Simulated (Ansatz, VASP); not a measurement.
# One calculation of Ca, two programs

INCAR

```
SYSTEM = Ca
PREC = Accurate ; ENCUT = 520
EDIFF = 1E-6 ; ISMEAR = 0
SIGMA = 0.1 ; LREAL = .False.
LASPH = .True. ; NELM = 100
ALGO = Fast ; ISIF = 2
LWAVE = .False. ; LCHARG = .False.
GGA = PE ; NBANDS = 11
```

KPOINTS

```
regular mesh
0
Gamma
  14 14 14
  0 0 0
```

POSCAR

```
Ca
1.0
   -2.1683639708      2.1683639708      2.1683639708
    2.1683639708     -2.1683639708      2.1683639708
    2.1683639708      2.1683639708     -2.1683639708
Ca
1
Direct
    0.0000000000      0.0000000000      0.0000000000
```

Input for Ansatz:

```yaml
crystal:
  lattice:
    - [-2.1683639708, 2.1683639708, 2.1683639708]
    - [2.1683639708, -2.1683639708, 2.1683639708]
    - [2.1683639708, 2.1683639708, -2.1683639708]
  atoms:
    - { symbol: Ca, position: [0.0, 0.0, 0.0] }
basis:
  ecutwfc: 420
kpoints:
  mp_grid: { grid: [14, 14, 14] }
hamiltonian:
  xc: pbe
scf:
  occupations: { method: gaussian, width: 0.1 }
output:
  forces: true
  stress: true
  eigenvalues: true
```

Alike in both runs: task single point; functional PBE; k mesh 14 × 14 × 14; occupations gaussian, width 0.1 eV; no spin polarisation.

|  | VASP | Ansatz |
| --- | --- | --- |
| version | VASP 6.6.1 | Ansatz 0.2.0 |
| potentials or method | VASP PAW PBE potentials, release 64 (Ca_sv), cutoff 520 eV | scalar-relativistic, plane waves, PAW |
| valence electrons in the cell | 10 | 10 |

```csv
,VASP,Ansatz,Ansatz less VASP
gap on the k mesh at the Fermi level (eV),none,none,-
pressure (GPa),0.6,0.6,-0.03
```

A gap of «none» marks a metal or a gap that the smearing closes.
